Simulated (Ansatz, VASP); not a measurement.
# Two plane-wave programs on V

```
CELL_PARAMETERS angstrom
4.36676 0.00000 0.00000
-2.18338 3.78173 0.00000
0.00000 0.00000 2.31210
ATOMIC_POSITIONS crystal
V 0.00000 0.00000 0.00000
V 0.33333 0.66667 0.50000
V 0.66667 0.33333 0.50000
```

Alike in both runs: functional LDA; k mesh 9 × 9 × 12; occupations fermi-dirac, width 0.1 eV; no spin polarisation.

Ansatz relaxed the structure, and its values are those at the end. VASP's run is a single point on that final structure, the one shown.

```csv
,VASP,Ansatz
version,VASP 6.6.1,Ansatz 0.2.0
potentials or method,"VASP PAW LDA potentials, release 64 (V_sv), cutoff 520 eV","plane waves (420 eV) with PAW, scalar-relativistic"
valence electrons in the cell,39,39
```

|  | VASP | Ansatz | Ansatz less VASP |
| --- | --- | --- | --- |
| pressure (GPa) | 0.7 | 0.0 | -0.67 |

Ansatz warns that its potentials were made for another functional, while VASP's fit it. LDA's correlation is that of Perdew and Zunger in VASP and of Perdew and Wang (1992) in Ansatz.
